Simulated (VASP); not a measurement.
## CaF3: single point with PBEsol

Crystal: CaF3.

```
Ca F
1.0
    -1.89393    1.89393    3.09872
     1.89393   -1.89393    3.09872
     1.89393    1.89393   -3.09872
Ca F
1 3
Direct
  0.00000 0.00000 0.00000
  0.75000 0.25000 0.50000
  0.25000 0.75000 0.50000
  0.50000 0.50000 0.00000
```

```
Program                : VASP 6.6.1
Task                   : single point
Functional             : PBEsol
Potentials or basis    : VASP PAW PBE potentials, release 64 (Ca_sv, F)
Cutoff                 : 520 eV
k mesh                 : 16 × 16 × 16
Occupations            : gaussian, width 0.1 eV
Spin                   : collinear spin
Starting moments       : [0.0, 0.25, 0.25, 0.61] μB
Dipole correction      : no
Further INCAR settings : ALGO = Fast; EDIFF = 1e-06; NBANDS = 28
```

The pressure is 0.0 GPa, the band gap on the k mesh is zero (filled and empty bands overlap) and the net moment is 1.00 μB per cell. The site moments are Ca -0.00; F +0.21, +0.50 (each value once) μB. The valence electrons inside the program's atomic spheres are Ca 8.05; F 6.04, 5.93 (each value once).

Levels at points of the mesh, in eV from the Fermi level:
Spin up:
```tsv
k point	band 13	band 14	band 15	band 16	band 17	band 18	band 19	band 20
(0.00, 0.00, 0.00)	-2.35	-0.84	-0.43	-0.43	7.97	8.71	8.77	9.64
(0.50, 0.00, 0.00)	-1.59	-0.99	-0.92	-0.75	8.99	9.29	9.54	9.98
(0.50, 0.50, 0.00)	-1.04	-0.77	-0.61	-0.40	8.72	8.83	9.35	10.06
(0.50, 0.50, 0.50)	-0.94	-0.94	-0.78	-0.78	7.97	8.37	9.20	9.70
```
Spin down:
| k point | band 11 | band 12 | band 13 | band 14 | band 15 | band 16 | band 17 | band 18 | band 19 | band 20 |
| --- | --- | --- | --- | --- | --- | --- | --- | --- | --- | --- |
| (0.00, 0.00, 0.00) | -2.11 | -1.83 | -1.83 | 0.03 | 0.03 | 0.10 | 7.97 | 8.69 | 8.86 | 9.71 |
| (0.50, 0.00, 0.00) | -1.36 | -1.27 | -1.22 | -0.43 | -0.26 | 0.11 | 9.02 | 9.35 | 9.58 | 10.02 |
| (0.50, 0.50, 0.00) | -1.49 | -1.32 | -0.36 | -0.19 | 0.14 | 0.17 | 8.75 | 8.85 | 9.35 | 10.07 |
| (0.50, 0.50, 0.50) | -1.07 | -0.82 | -0.54 | -0.54 | -0.25 | -0.25 | 7.98 | 8.39 | 9.19 | 9.72 |

Run time: 19 min on 1 thread of Oxide Virtual Turin-like Processor, on a shared host, peak memory 0.61 GiB.

Caveat: the PAW data sets were made with another functional, which shifts forces and pressure a little.
